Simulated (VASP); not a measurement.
CoO: single point with BLYP+D4

Crystal: CoO.

```
Co O
1.0
    -1.50800    1.50800    2.10725
     1.50800   -1.50800    2.10725
     1.50800    1.50800   -2.10725
Co O
1 1
Direct
  0.00000 0.00000 0.00000
  0.50000 0.50000 0.00000
```

* Program: VASP 6.6.1
* Task: single point
* Functional: BLYP
* Dispersion: D4
* Potentials or basis: VASP PAW PBE potentials, release 64 (Co, O)
* Cutoff: 520 eV
* k mesh: 12 × 12 × 12
* Occupations: gaussian, width 0.01 eV
* Spin: collinear spin, ferromagnetic start
* Starting moments: [2.0, 0.0] μB
* Dipole correction: no
* Further INCAR settings: ALGO = Normal; EDIFF = 1e-07; NBANDS = 18

The pressure is -1.0 GPa. The net moment is 2.72 μB per cell and the site moments are Co +2.42; O +0.26 μB. The valence electrons inside the program's atomic spheres are Co 7.83; O 4.99. The dispersion energy per atom is -0.529 eV.

Stress tensor (GPa, compression positive):
```
-0.96  0.00  0.00
 0.00 -0.96  0.00
 0.00  0.00 -1.11
```

Levels at points of the mesh, in eV from the Fermi level:
Spin up:
| k point | band 6 | band 7 | band 8 | band 9 | band 10 | band 11 | band 12 | band 13 |
| --- | --- | --- | --- | --- | --- | --- | --- | --- |
| (0.00, 0.00, 0.00) | -3.01 | -2.93 | -2.93 | -2.81 | 1.38 | 17.63 | 18.58 | 18.58 |
| (0.50, 0.00, 0.00) | -2.14 | -1.63 | 0.22 | 0.30 | 5.54 | 9.56 | 13.62 | 13.89 |
| (0.50, 0.50, 0.00) | -2.68 | -2.15 | -1.90 | -1.83 | 6.10 | 10.12 | 12.32 | 16.00 |
| (0.50, 0.50, 0.50) | -2.64 | -2.16 | -1.91 | -1.91 | 6.10 | 10.28 | 12.19 | 15.95 |
Spin down:
| k point | band 3 | band 4 | band 5 | band 6 | band 7 | band 8 | band 9 | band 10 |
| --- | --- | --- | --- | --- | --- | --- | --- | --- |
| (0.00, 0.00, 0.00) | -2.64 | -2.64 | -1.13 | -1.13 | -1.09 | 0.03 | 0.09 | 1.86 |
| (0.50, 0.00, 0.00) | -4.73 | -4.68 | -0.18 | -0.14 | 0.14 | 2.68 | 2.72 | 5.80 |
| (0.50, 0.50, 0.00) | -3.91 | -3.81 | -2.18 | 0.07 | 0.11 | 0.51 | 1.03 | 6.81 |
| (0.50, 0.50, 0.50) | -3.89 | -3.89 | -2.19 | 0.09 | 0.09 | 0.58 | 0.98 | 6.81 |

Wall time 120 s on 1 thread of AMD EPYC 9R45 96-Core Processor (Zen 5) (shared host), peak memory 0.19 GiB.

Caveat: the PAW data sets were made with another functional, which shifts forces and pressure a little; a cell with one magnetic atom can't hold antiferromagnetic order, which such compounds often take; semilocal functionals often make such compounds metallic where correlation or magnetic order opens a gap, which also shifts bond lengths; pairwise dispersion overbinds metals, which lowers pressure and volume. With open d or f shells a metallic result of BLYP can be an artefact of self-interaction; +U or a hybrid may open a gap.
